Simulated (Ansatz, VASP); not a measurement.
**Two plane-wave programs on Hg**

```xyz
1
Lattice="1.7300 0.9988 2.2340 -1.7300 0.9988 2.2340 0.0000 -1.9976 2.2340" Properties=species:S:1:pos:R:3 pbc="T T T"
Hg    0.0000    0.0000    0.0000
```

Alike in both runs: task single point; functional r2SCAN; k mesh 6 × 6 × 6; occupations gaussian, width 0.1 eV; no spin polarisation.

|  | VASP | Ansatz |
| --- | --- | --- |
| version | VASP 6.6.1 | Ansatz 0.2.0 |
| potentials or method | VASP PAW PBE potentials, release 64 (Hg), cutoff 550 eV | scalar-relativistic, plane waves, PAW |
| valence electrons in the cell | 12 | 20 |

```tsv
	VASP	Ansatz	Ansatz less VASP
gap on the k mesh at the Fermi level (eV)	none	none	-
pressure (GPa)	4.3	3.7	-0.68
traceless stress, the component that is largest in VASP (GPa)	-0.01	-0.17	-0.161
```

VASP's potentials were made for PBE, not for r2SCAN. A gap of «none» marks a metal or a gap that the smearing closes. VASP's potentials hold 12 valence electrons a cell and Ansatz's 20, so a difference there can come from the potentials and not from the codes.

The k mesh is coarse, so the values compare programs but aren't converged. Neither program's run includes spin-orbit coupling.
